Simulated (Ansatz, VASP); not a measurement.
**One calculation of CuO, two programs**

```xyz
4
Lattice="3.1755 0.0000 0.0000 0.0000 3.1755 0.0000 0.0000 0.0000 4.6495" Properties=species:S:1:pos:R:3 pbc="T T T"
Cu   -0.0062    0.0030   -0.0212
Cu    1.5866    1.6110    0.0083
O     1.6052   -0.0124    1.2444
O    -0.0069    1.5888    3.3708
```

Change from the starting cell: atoms moved at random, drawn with an rms of 0.05 Å.

Alike in both runs: task single point; functional PBE; k mesh 8 × 8 × 6; occupations fermi-dirac, width 0.05 eV; no spin polarisation.

|  | VASP | Ansatz |
| --- | --- | --- |
| version | VASP 6.6.1 | Ansatz 0.2.0 |
| potentials or method | VASP PAW PBE potentials, release 64 (Cu, O), cutoff 520 eV | all-electron LAPW, scalar-relativistic |

Ansatz gave:

| Property | Result |
| --- | --- |
| gap on the k mesh at the Fermi level (eV) | none |
| pressure (GPa) | 15.3 |
| traceless stress, the component that is largest in VASP (GPa) | -25.43 |
| rms of the force components (eV/Å) | 0.478 |

Q: Which values does VASP return?

A: gap on the k mesh at the Fermi level (eV): none; pressure (GPa): 15.9; traceless stress, the component that is largest in VASP (GPa): -25.56; rms of the force components (eV/Å): 0.447.

Atom by atom the forces differ by 0.035 eV/Å (rms over components). A gap of «none» marks a metal or a gap that the smearing closes. Ansatz ran all-electron here, and VASP with PAW potentials.
